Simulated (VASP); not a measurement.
The system is Hf.

```
Hf
1.0
     5.01956    0.00000    0.00000
    -2.50978    4.34706    0.00000
     0.00000    0.00000    3.07699
Hf
3
Direct
  0.00000 0.00000 0.00000
  0.33333 0.66667 0.50000
  0.66667 0.33333 0.50000
```

This isn't the form of Hf at room conditions, which is hcp.

| Property | Result |
| --- | --- |
| Program | VASP 6.6.1 |
| Task | relaxation of cell and atoms |
| Functional | r2SCAN |
| Potentials or basis | VASP PAW PBE potentials, release 64 (Hf_pv) |
| Cutoff | 600 eV |
| k mesh | 7 × 7 × 10 |
| Occupations | fermi-dirac, width 0.1 eV |
| Spin | no spin polarisation |

At the start: pressure -2.0 GPa; volume 22.38 Å³/atom.

Q: How do energy, volume and symmetry change on relaxing?

A: Over 5 steps the energy falls by 4.6 meV/atom and the volume is 21.96 Å³/atom (-1.9 %); space group P6/mmm (No. 191, to 0.1 Å) before and after.

Step by step:
```
step  energy change (eV)  largest force (eV/Å)  pressure (GPa)  volume (Å³)
   1              0.0000                0.0000           -2.04        67.14
   2             -0.0014                0.0000            2.62        64.41
   3             -0.0132                0.0000            0.27        65.72
   4             -0.0137                0.0000           -0.14        65.94
   5             -0.0139                0.0000           -0.02        65.87
```

Final structure:
```xyz
3
Lattice="4.9643 0.0000 0.0000 -2.4821 4.2992 0.0000 0.0000 0.0000 3.0865" Properties=species:S:1:pos:R:3 pbc="T T T"
Hf    0.0000    0.0000    0.0000
Hf    0.0000    2.8661    1.5432
Hf    2.4821    1.4331    1.5432
```

Caveat: the PAW data sets were made with another functional, which shifts forces and pressure a little.
